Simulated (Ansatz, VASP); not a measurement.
# Cd2S in VASP and in Ansatz

INCAR

```
ALGO     = Normal         # electronic algorithm
EDIFF    = 1E-6           # SCF threshold, eV
EDIFFG   = -0.04          # ionic threshold
ENCUT    = 600            # plane-wave cutoff, eV
GGA      = PE             # functional
IBRION   = 2              # ionic algorithm
ISIF     = 3              # what is computed and relaxed
ISMEAR   = 0              # smearing method
LASPH    = T              # aspherical terms in the spheres
LCHARG   = F              # write CHGCAR
LREAL    = F              # projectors in reciprocal space
LWAVE    = F              # write WAVECAR
NELM     = 60             # most SCF steps
NSW      = 90             # ionic steps
PREC     = Accurate       # precision mode
SIGMA    = 0.1            # smearing width, eV
```

The input KPOINTS:

```
k-points
0
Gamma
  6 6 6
```

POSCAR

```
Cd2S
1.0
   -2.2337837200      2.2337837200      3.7043044900
    2.2337837200     -2.2337837200      3.7043044900
    2.2337837200      2.2337837200     -3.7043044900
Cd S
2 1
Direct
    0.6837205600      0.6837205600      0.0000000000
    0.3162794400      0.3162794400      0.0000000000
    0.0000000000      0.0000000000      0.0000000000
```

Input for Ansatz:

```yaml
crystal:
  lattice:
    - [-2.23378372, 2.23378372, 3.70430449]
    - [2.23378372, -2.23378372, 3.70430449]
    - [2.23378372, 2.23378372, -3.70430449]
  atoms:
    - { symbol: Cd, position: [0.68372056, 0.68372056, 0.0] }
    - { symbol: Cd, position: [0.31627944, 0.31627944, 0.0] }
    - { symbol: S, position: [0.0, 0.0, 0.0] }
basis:
  ecutwfc: 420
kpoints:
  mp_grid: { grid: [6, 6, 6] }
hamiltonian:
  xc: pbe
scf:
  occupations: { method: gaussian, width: 0.1 }
  lower_state_search: "off"
output:
  forces: true
  stress: true
  eigenvalues: true
relax:
  adjacent_minimum: "off"
  f_tol: 0.04
  max_steps: 70
  cell: { stress_tol: 0.4 }
```

Alike in both runs: task relaxation of cell and atoms; functional PBE; k mesh 6 × 6 × 6; occupations gaussian, width 0.1 eV; no spin polarisation.

|  | VASP | Ansatz |
| --- | --- | --- |
| version | VASP 6.6.1 | Ansatz 0.2.0 |
| potentials or method | VASP PAW PBE potentials, release 64 (Cd, S), cutoff 600 eV | scalar-relativistic, plane waves, PAW |
| valence electrons in the cell | 30 | 46 |

VASP gave:

| Property | Result |
| --- | --- |
| relaxed volume (Å³/atom) | 21.42 |
| relaxed cell length with the largest relative difference (Å) | 5.981 |

Problem. What did Ansatz give for the same quantities?

Solution. Relaxed volume (Å³/atom): 30.44; relaxed cell length with the largest relative difference (Å): 5.115.

One of these differences is far larger than is usual between the two programs; its cause wasn't traced. VASP's potentials hold 30 valence electrons a cell and Ansatz's 46, so a difference there can come from the potentials and not from the codes.
